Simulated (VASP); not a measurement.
Wanted: the native input for a VASP 6.6.1 run.

| Quantity | Value |
| --- | --- |
| Task | single point |
| Functional | PBE |
| Potentials or basis | VASP PAW PBE potentials, release 64 (Sr_sv, B, N) |
| Cutoff | 520 eV |
| k mesh | 12 × 12 × 8 |
| Occupations | gaussian, width 0.1 eV |
| Spin | no spin polarisation |
| Dipole correction | no |
| Further INCAR settings | ALGO = Normal; EDIFF = 1e-07; NBANDS = 22 |

The structure of Sr2BN lies in POSCAR:

```
Sr2BN
1.0
    3.8822051623      0.0000000000      0.0000000000
   -1.9411025811      3.3620882933      0.0000000000
    0.0000000000      0.0000000000      6.7123606820
Sr B N
2 1 1
Direct
    0.3333333333      0.6666666667      0.7942475291
    0.6666666667      0.3333333333      0.2057524709
    0.0000000000      0.0000000000      0.5000000000
    0.0000000000      0.0000000000      0.0000000000
```

These files were run (other wordings do the same):

INCAR

```
SYSTEM = Sr2BN
PREC     = Accurate       ! precision mode
ENCUT    = 520            ! plane-wave cutoff, eV
EDIFF    = 1E-7           ! SCF threshold, eV
ISMEAR   = 0              ! smearing method
SIGMA    = 0.1            ! smearing width, eV
LREAL    = .False.        ! projectors in reciprocal space
LASPH    = .True.         ! aspherical terms in the spheres
NELM     = 80             ! most SCF steps
ALGO     = Normal         ! electronic algorithm
ISIF     = 2              ! what is computed and relaxed
LWAVE    = .False.        ! write WAVECAR
LCHARG   = .False.        ! write CHGCAR
GGA      = PE             ! functional
NBANDS   = 22             ! bands
```

KPOINTS

```
Automatic mesh
0
Gamma
  12 12 8
  0 0 0
```

Potentials or basis: VASP PAW PBE potentials, release 64 (Sr_sv, B, N).

The run is started by

```sh
$ cat potpaw_PBE.64/Sr_sv/POTCAR potpaw_PBE.64/B/POTCAR potpaw_PBE.64/N/POTCAR > POTCAR
$ mpirun -np 1 vasp_std > vasp.out
```

It gave:

The pressure is 0.2 GPa, the largest force is 0.032 eV/Å and the band gap on the k mesh is zero (bands 14 and 15 overlap by 1.92 eV).

Run time: 2.1 min on 1 thread of AMD EPYC 9R45 96-Core Processor (Zen 5), with other jobs on the host, peak memory 0.35 GiB.
